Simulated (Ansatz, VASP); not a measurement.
## One calculation of Al, two programs

```
Al
1.0
     2.68082    0.00000    0.00000
    -1.34041    2.32166    0.00000
     0.00000    0.00000    9.53674
Al
4
Direct
  0.00000 0.00000 0.00000
  0.33333 0.66667 0.25000
  0.00000 0.00000 0.50000
  0.66667 0.33333 0.75000
```

Alike in both runs: task single point; functional PBE; dispersion D3(BJ); k mesh 18 × 18 × 6; occupations gaussian, width 0.15 eV; no spin polarisation.

```csv
,VASP,Ansatz
version,VASP 6.6.1,Ansatz 0.2.0
potentials or method,"VASP PAW PBE potentials, release 64 (Al), cutoff 520 eV","scalar-relativistic, plane waves, PAW"
valence electrons in the cell,12,12
```

Ansatz gave:

| Item | Value |
| --- | --- |
| gap on the k mesh at the Fermi level (eV) | none |
| pressure (GPa) | 7.7 |
| traceless stress, the component that is largest in VASP (GPa) | -6.52 |

Task: Estimate VASP's values.

Result: gap on the k mesh at the Fermi level (eV): none; pressure (GPa): 7.6; traceless stress, the component that is largest in VASP (GPa): -6.51.

A gap of «none» marks a metal or a gap that the smearing closes.
